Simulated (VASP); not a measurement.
# Mg (P6_3/mmc) in VASP: a series of runs

Runs on Mg. Level: PBE. Tasks: electric field gradients.

Program: VASP 6.6.1. These are calculated values, not measurements. Logs are shortened: lines on timing, memory, paths and dates and some standing lists are left out, and cuts for length are marked.

## 1. The cell of the first run

Symmetry: P6_3/mmc, No. 194, hexagonal system. Conventional cell: a = 3.209 Å, b = 3.209 Å, c = 5.054 Å, α = 90.00°, β = 90.00°, γ = 120.00°. Mg (site symmetry -6m2) has 12 Mg at 3.13 to 3.21 Å within 4.1 Å.

## 2. Electric field gradients, PBE (zz strain of -3 %)

Contents of INCAR:

```
PREC = Accurate ; ENCUT = 520
EDIFF = 1E-8 ; ISMEAR = -1
SIGMA = 0.08 ; LREAL = False
LASPH = True ; NELM = 60
ALGO = Normal ; ISIF = 2
LWAVE = False ; LCHARG = False
GGA = PE ; LEFG = True
NBANDS = 9
```

Contents of KPOINTS:

```
regular mesh
0
Gamma
  12 12 7
```

Contents of POSCAR:

```
Mg
1.0
    3.2092715325      0.0000000000      0.0000000000
   -1.6046357662      2.7793106748      0.0000000000
    0.0000000000      0.0000000000      5.0540201000
Mg
2
Direct
    0.3333333333      0.6666666667      0.2500000000
    0.6666666667      0.3333333333      0.7500000000
```

Potentials or basis: VASP PAW PBE potentials, release 64 (Mg).

Launch:

```console
$ cat potpaw_PBE.64/Mg/POTCAR > POTCAR
$ mpirun -np 1 vasp_std > vasp.out
```

OUTCAR:

```text
PREC = Accurate
   ENCUT = 520
   EDIFF = 1E-8
   ISMEAR = -1
   LREAL = False
   LASPH = True
   NELM = 60
   ISIF = 2
   GGA = PE

 ion  position               nearest neighbor table
   1  0.333  0.667  0.250-   2 3.13   2 3.13   2 3.13   2 3.13   2 3.13   2 3.13
   2  0.667  0.333  0.750-   1 3.13   1 3.13   1 3.13   1 3.13   1 3.13   1 3.13

  LATTYP: Found a hexagonal cell.
 ALAT       =     3.2092715325
 C/A-ratio  =     1.5748184748

  Lattice vectors:

 A1 = (   3.2092715325,   0.0000000000,   0.0000000000)
 A2 = (  -1.6046357662,   2.7793106748,   0.0000000000)
 A3 = (   0.0000000000,   0.0000000000,   5.0540201000)

Analysis of symmetry for initial positions (statically):
=====================================================================
 Subroutine PRICEL returns:
 Original cell was already a primitive cell.

 Routine SETGRP: Setting up the symmetry group for a
 hexagonal supercell.

 Subroutine GETGRP returns: Found 24 space group operations
 (whereof 12 operations were pure point group operations)
 out of a pool of 24 trial point group operations.

The static configuration has the point symmetry D_3d.
 The point group associated with its full space group is D_6h.

Analysis of symmetry for dynamics (positions and initial velocities):
=====================================================================
 Subroutine PRICEL returns:
 Original cell was already a primitive cell.

 Routine SETGRP: Setting up the symmetry group for a
 hexagonal supercell.

 Subroutine GETGRP returns: Found 24 space group operations
 (whereof 12 operations were pure point group operations)
 out of a pool of 24 trial point group operations.

The dynamic configuration has the point symmetry D_3d.
 The point group associated with its full space group is D_6h.

 Subroutine INISYM returns: Found 24 space group operations
 (whereof 12 operations are pure point group operations),
 and found     1 'primitive' translations

----------------------------------------------------------------------------------------

                                     Primitive cell

  volume of cell :      45.0796

  direct lattice vectors                    reciprocal lattice vectors
     3.209271532  0.000000000  0.000000000     0.311597193  0.179900723  0.000000000
    -1.604635766  2.779310675  0.000000000     0.000000000  0.359801446  0.000000000
     0.000000000  0.000000000  5.054020100     0.000000000  0.000000000  0.197862292

  length of vectors
     3.209271532  3.209271532  5.054020100     0.359801446  0.359801446  0.197862292

  position of ions in fractional coordinates (direct lattice)
     0.333333333  0.666666667  0.250000000
     0.666666667  0.333333333  0.750000000

  ion indices of the primitive-cell ions
   primitive index   ion index
                 1           1
                 2           2

----------------------------------------------------------------------------------------

 KPOINTS: regular mesh

Automatic generation of k-mesh.
 Grid dimensions read from file:
 generate k-points for:   12   12    7

 Generating k-lattice:

  Cartesian coordinates                     Fractional coordinates (reciprocal lattice)
     0.025966433  0.014991727  0.000000000     0.083333333  0.000000000  0.000000000
     0.000000000  0.029983454  0.000000000     0.000000000  0.083333333  0.000000000
     0.000000000  0.000000000  0.028266042     0.000000000  0.000000000  0.142857143

  Length of vectors
     0.029983454  0.029983454  0.028266042

  Shift w.r.t. Gamma in fractional coordinates (k-lattice)
     0.000000000  0.000000000  0.000000000

 Subroutine IBZKPT returns following result:
 ===========================================

 Found     76 irreducible k-points:

 Following reciprocal coordinates:
            Coordinates               Weight
  0.000000  0.000000  0.000000      1.000000
  0.083333  0.000000  0.000000      6.000000
  0.166667  0.000000  0.000000      6.000000
  0.250000 -0.000000  0.000000      6.000000
  0.333333  0.000000  0.000000      6.000000
  0.416667  0.000000  0.000000      6.000000
[... 16 lines left out ...]
  0.250000 -0.000000  0.142857     12.000000
  0.333333  0.000000  0.142857     12.000000
 [... further k-points ...]
   k-points           NKPTS =     76   k-points in BZ     NKDIM =     76   number of bands    NBANDS=      9
   number of dos      NEDOS =    301   number of ions     NIONS =      2
   total plane-waves  NPLWV =  23040
   dimension x,y,z NGX =    24 NGY =   24 NGZ =   40
   dimension x,y,z NGXF=    48 NGYF=   48 NGZF=   80
   ions per type =               2
   NGX,Y,Z   is equivalent  to a cutoff of  12.43, 12.43, 13.16 a.u.
   NGXF,Y,Z  is equivalent  to a cutoff of  24.86, 24.86, 26.32 a.u.
 SYSTEM =  unknown system
   PREC   = accura    normal or accurate (medium, high low for compatibility)
   ISTART =      0    job   : 0-new  1-cont  2-samecut
   ICHARG =      2    charge: 1-file 2-atom 10-const
   ISPIN  =      1    spin polarized calculation?
   LNONCOLLINEAR =      F non collinear calculations
   LSORBIT =      F    spin-orbit coupling
   LASPH  =      T    aspherical Exc in radial PAW
   ENCUT  =  520.0 eV  38.22 Ry    6.18 a.u.   5.97  5.97  9.40*2*pi/ulx,y,z
   NELM   =     60;   NELMIN=  2; NELMDL= -5     # of ELM steps
   EDIFF  = 0.1E-07   stopping-criterion for ELM
   LREAL  =      F    real-space projection
   EDIFFG = 0.1E-06   stopping-criterion for IOM
   NSW    =      0    number of steps for IOM
   IBRION =     -1    ionic relax: 0-MD 1-quasi-New 2-CG
   NFREE  =      0    steps in history (QN), initial steepest desc. (CG)
   ISIF   =      2    stress and relaxation
   ISYM   =      2    0-nonsym 1-usesym 2-fastsym
   POTIM  = 0.5000    time-step for ionic-motion
   TEBEG  =    0.0;   TEEND  =   0.0 temperature during run
   PSTRESS=    0.0 pullay stress
   NELECT =       4.0000    total number of electrons
   NUPDOWN=      -1.0000    fix difference up-down
   EMIN   =  10.00;   EMAX   =-10.00  energy-range for DOS
   EFERMI =   0.00;   METHOD = LEGACY
   ISMEAR =    -1;   SIGMA  =   0.08  broadening in eV -4-tet -1-fermi 0-gaus
   EFERMI_NEDOS =   21; number of points for ismear=-14 and -15
   IALGO  =     38    algorithm
   IMIX   =      4    mixing-type and parameters
     AMIX     =   0.40;   BMIX     =  1.00
     AMIX_MAG =   1.60;   BMIX_MAG =  1.00
  volume/ion in A,a.u.               =      22.54       152.11
  Fermi-wavevector in a.u.,A,eV,Ry     =   0.730188  1.379855  7.254278  0.533174
  Thomas-Fermi vector in A             =   1.822096
   LORBIT       =      0    0 simple, 1 ext, 2 COOP (PROOUT), +10 PAW based schemes
   GGA     = PE    functional components
   LHFCALC =     F    Hartree Fock is set to
   AEXX    =    0.0000 exact exchange contribution
   IVDW    =     0    specifies the selected vdW correction
   LEPSILON=     F    determine dielectric tensor
   LRPA    =     F    only Hartree local field effects (RPA)
 non-spin polarized calculation
  energy-cutoff  :      520.00
  volume of cell :       45.08
 maximum number of plane-waves:      1231
 NGX is ok and might be reduce to    24
   NGX = 11   NGY = 11   NGZ = 19

 number of electron       4.0000000 magnetization

 Free energy of the ion-electron system (eV)
  ---------------------------------------------------
  ext. energy  EPLUGINS =         0.00000000
  ---------------------------------------------------
  free energy    TOTEN  =        -3.02008014 eV

  energy without entropy =       -3.00408209  energy(sigma->0) =       -3.01208112

 E-fermi :   2.6793     XC(G=0):  -8.5474

 val. band max:        2.6693331442   @ k =   0.1667   0.0833   0.0000
 cond. band min:       2.7684848553   @ k =   0.3333   0.3333   0.4286
 fundamental gap:      0.0991517111
 Fermi energy:         2.6793064172

 k-point     1 :       0.0000    0.0000    0.0000
  band No.  band energies     occupation
      1      -4.2814      2.00000
      2       1.1809      2.00000
      3       1.7761      1.99998
      4      13.4522      0.00000
      5      13.4522      0.00000
      6      13.5294      0.00000
      7      13.5294      0.00000
      8      14.7512      0.00000
      9      15.9955      0.00000
[... 265 lines left out ...]
 k-point    24 :       0.3333    0.0000    0.1429
  band No.  band energies     occupation
      1      -2.0171      2.00000
      2       1.9706      1.99972
      3       4.0999      0.00000
      4       5.4475      0.00000
      5       8.0086      0.00000
      6       9.9540      0.00000
      7      10.3410      0.00000
      8      12.2563      0.00000
      9      13.4660      0.00000

 [... further k-points ...]

------------------------ aborting loop because EDIFF is reached ----------------------------------------

  FORCE on cell =-STRESS in cart. coord.  units (eV):
  Direction    XX          YY          ZZ          XY          YZ          ZX
  --------------------------------------------------------------------------------------
  -------------------------------------------------------------------------------------
  Total        0.0686174      0.0686174      0.3350060      0.0000000      0.0000000      0.0000000
  in kB        2.4387340      2.4387340     11.9064607      0.0000000      0.0000000      0.0000000
  external PRESSURE =       5.5946429 kB  Pullay stress =       0.0000000 kB

 VOLUME and BASIS-vectors are now :
 -----------------------------------------------------------------------------
  energy-cutoff  :      520.00
  volume of cell :       45.08
      direct lattice vectors                 reciprocal lattice vectors
     3.209271532  0.000000000  0.000000000     0.311597193  0.179900723  0.000000000
    -1.604635766  2.779310675  0.000000000     0.000000000  0.359801446  0.000000000
     0.000000000  0.000000000  5.054020100     0.000000000  0.000000000  0.197862292

 POSITION                                       TOTAL-FORCE (eV/Angst)
 -----------------------------------------------------------------------------------
     -0.00000      1.85287      1.26351         0.000000      0.000000      0.000000
      1.60464      0.92644      3.79052        -0.000000     -0.000000      0.000000
 -----------------------------------------------------------------------------------
    total drift:                               -0.000000      0.000000     -0.000000

  FREE ENERGIE OF THE ION-ELECTRON SYSTEM (eV)
  ---------------------------------------------------
  free  energy   TOTEN  =        -3.0200801376 eV

  energy  without entropy=       -3.0040820944  energy(sigma->0) =       -3.01208112

 Electric field gradients (V/A^2)
---------------------------------------------------------------------
 ion       V_xx      V_yy      V_zz      V_xy      V_xz      V_yz
---------------------------------------------------------------------
   1       0.322     0.322    -0.643    -0.000     0.000    -0.000
   2       0.322     0.322    -0.643    -0.000    -0.000    -0.000
---------------------------------------------------------------------

 Electric field gradients after diagonalization (V/A^2)
 (convention: |V_zz| > |V_xx| > |V_yy|)
----------------------------------------------------------------------
 ion       V_xx      V_yy      V_zz     asymmetry (V_yy - V_xx)/ V_zz
----------------------------------------------------------------------
   1       0.322     0.322    -0.643       0.000
   2       0.322     0.322    -0.643       0.000
----------------------------------------------------------------------

           NMR quadrupolar parameters

 Cq : quadrupolar parameter    Cq=e*Q*V_zz/h
 eta: asymmetry parameters     (V_yy - V_xx)/ V_zz
 Q  : nuclear electric quadrupole moment in mb (millibarn)
----------------------------------------------------------------------
 ion       Cq(MHz)       eta       Q (mb)
----------------------------------------------------------------------
   1      -0.002       0.000       1.000
   2      -0.002       0.000       1.000
----------------------------------------------------------------------
```

It took 14 s on 1 thread of Intel Xeon Platinum 8375C at 2.90GHz (Ice Lake), shared host; peak memory 0.17 GiB.

Results:

```yaml
Free_energy: -3.0201 eV
Pressure: 0.6 GPa
Band_gap_on_the_k_mesh: zero (bands 2 and 3 overlap by 1.87 eV)
Largest_electric_field_gradient_by_atom: Mg -0.6 V/Å²
```

Electric field gradients, principal values (V/Å²):
| atom | least | middle | greatest (by size) |
| --- | --- | --- | --- |
| 1 Mg | 0.322 | 0.322 | -0.643 |
| 2 Mg | 0.322 | 0.322 | -0.643 |

Caveat: the cell differs from its parent crystal (zz strain of -3 %); without QUAD_EFG the Cq values of the log hold for a quadrupole moment of 1 mb, not for the nuclei.

## 3. Electric field gradients, PBE (zz strain of -1 %)

Contents of INCAR:

```
ALGO = Normal ; EDIFF = 1E-8
ENCUT = 520 ; GGA = PE
ISIF = 2 ; ISMEAR = -1
LASPH = T ; LCHARG = F
LEFG = T ; LREAL = F
LWAVE = F ; NBANDS = 9
NELM = 100 ; PREC = Accurate
SIGMA = 0.08
```

Contents of KPOINTS:

```
k-points
0
Gamma
  12 12 7
```

Edit POSCAR of step 2 so:

```diff
@@ -4,3 +4,3 @@
    -1.6046357662      2.7793106748      0.0000000000
-    0.0000000000      0.0000000000      5.0540201000
+    0.0000000000      0.0000000000      5.1582267000
 Mg
```

Potentials or basis: VASP PAW PBE potentials, release 64 (Mg).

Launch:

```console
$ cat potpaw_PBE.64/Mg/POTCAR > POTCAR
$ mpirun -np 1 vasp_std > vasp.out
```

OUTCAR:

```text
EDIFF = 1E-8
   ENCUT = 520
   GGA = PE
   ISIF = 2
   ISMEAR = -1
   LASPH = T
   LREAL = F
   NELM = 100
   PREC = Accurate

 ion  position               nearest neighbor table
   1  0.333  0.667  0.250-   2 3.18   2 3.18   2 3.18   2 3.18   2 3.18   2 3.18
   2  0.667  0.333  0.750-   1 3.18   1 3.18   1 3.18   1 3.18   1 3.18   1 3.18

  LATTYP: Found a hexagonal cell.
 ALAT       =     3.2092715325
 C/A-ratio  =     1.6072889588

  Lattice vectors:

 A1 = (   3.2092715325,   0.0000000000,   0.0000000000)
 A2 = (  -1.6046357662,   2.7793106748,   0.0000000000)
 A3 = (   0.0000000000,   0.0000000000,   5.1582267000)

Analysis of symmetry for initial positions (statically):
=====================================================================
 Subroutine PRICEL returns:
 Original cell was already a primitive cell.

 Routine SETGRP: Setting up the symmetry group for a
[... 479 lines left out ...]
  energy-cutoff  :      520.00
  volume of cell :       46.01
      direct lattice vectors                 reciprocal lattice vectors
     3.209271532  0.000000000  0.000000000     0.311597193  0.179900723  0.000000000
    -1.604635766  2.779310675  0.000000000     0.000000000  0.359801446  0.000000000
     0.000000000  0.000000000  5.158226700     0.000000000  0.000000000  0.193865074

 POSITION                                       TOTAL-FORCE (eV/Angst)
 -----------------------------------------------------------------------------------
     -0.00000      1.85287      1.28956         0.000000      0.000000      0.000000
      1.60464      0.92644      3.86867        -0.000000     -0.000000      0.000000
 -----------------------------------------------------------------------------------
    total drift:                                0.000000     -0.000000      0.000000

  FREE ENERGIE OF THE ION-ELECTRON SYSTEM (eV)
  ---------------------------------------------------
  free  energy   TOTEN  =        -3.0224753911 eV

  energy  without entropy=       -3.0049783621  energy(sigma->0) =       -3.01372688

 Electric field gradients (V/A^2)
---------------------------------------------------------------------
 ion       V_xx      V_yy      V_zz      V_xy      V_xz      V_yz
---------------------------------------------------------------------
   1      -0.232    -0.232     0.464    -0.000    -0.000     0.000
   2      -0.232    -0.232     0.464    -0.000     0.000    -0.000
---------------------------------------------------------------------

 Electric field gradients after diagonalization (V/A^2)
 (convention: |V_zz| > |V_xx| > |V_yy|)
----------------------------------------------------------------------
 ion       V_xx      V_yy      V_zz     asymmetry (V_yy - V_xx)/ V_zz
----------------------------------------------------------------------
   1      -0.232    -0.232     0.464       0.000
   2      -0.232    -0.232     0.464       0.000
----------------------------------------------------------------------

           NMR quadrupolar parameters

 Cq : quadrupolar parameter    Cq=e*Q*V_zz/h
 eta: asymmetry parameters     (V_yy - V_xx)/ V_zz
 Q  : nuclear electric quadrupole moment in mb (millibarn)
----------------------------------------------------------------------
 ion       Cq(MHz)       eta       Q (mb)
----------------------------------------------------------------------
   1       0.001       0.000       1.000
   2       0.001       0.000       1.000
----------------------------------------------------------------------
```

OSZICAR:

```text
N       E                     dE             d eps       ncg     rms          rms(c)
DAV:   1    -0.321777577838E+00   -0.32178E+00   -0.13529E+03  1368   0.322E+02
DAV:   2    -0.300108620844E+01   -0.26793E+01   -0.26120E+01  1782   0.264E+01
DAV:   3    -0.303591831377E+01   -0.34832E-01   -0.34709E-01  1836   0.265E+00
DAV:   4    -0.303601734742E+01   -0.99034E-04   -0.99028E-04  1693   0.135E-01
DAV:   5    -0.303601796003E+01   -0.61260E-06   -0.61292E-06  1721   0.102E-02    0.963E-01
DAV:   6    -0.302995377903E+01    0.60642E-02   -0.61229E-04  1578   0.194E-01    0.617E-01
DAV:   7    -0.302246433909E+01    0.74894E-02   -0.23889E-03  1419   0.336E-01    0.342E-02
DAV:   8    -0.302247697828E+01   -0.12639E-04   -0.16393E-05  1929   0.243E-02    0.765E-03
DAV:   9    -0.302247566274E+01    0.13155E-05   -0.12415E-06  1506   0.533E-03    0.613E-04
DAV:  10    -0.302247543076E+01    0.23198E-06   -0.56452E-09  1820   0.442E-04    0.161E-04
DAV:  11    -0.302247539256E+01    0.38202E-07   -0.59974E-10   869   0.172E-04    0.163E-05
DAV:  12    -0.302247539111E+01    0.14452E-08   -0.11173E-11   824   0.186E-05
   1 F= -.30224754E+01 E0= -.30137269E+01  d E =-.174970E-01
```

Wall time 14 s (1 thread of Intel Xeon Platinum 8375C at 2.90GHz (Ice Lake), shared host); peak memory 0.17 GiB.

Results:

```
Free energy                             : -3.0225 eV
Pressure                                : -0.2 GPa
Band gap on the k mesh                  : zero (bands 2 and 3 overlap by 2.12 eV)
Largest electric field gradient by atom : Mg +0.5 V/Å²
```

Levels at points of the mesh, in eV from the Fermi level:
```
           k point  band 1  band 2  band 3  band 4  band 5  band 6  band 7
(0.00, 0.00, 0.00)   -6.88   -1.58   -1.10   10.87   10.87   10.95   10.95
(0.50, 0.00, 0.00)   -2.12   -2.12    2.72    3.09    3.39    3.78    6.82
```

Electric field gradients, principal values (V/Å²):
```
atom   least  middle  greatest (by size)
1 Mg  -0.232  -0.232               0.464
2 Mg  -0.232  -0.232               0.464
```

Caveat: the cell differs from its parent crystal (zz strain of -1 %); without QUAD_EFG the Cq values of the log hold for a quadrupole moment of 1 mb, not for the nuclei.

[end of part 1 of 3]
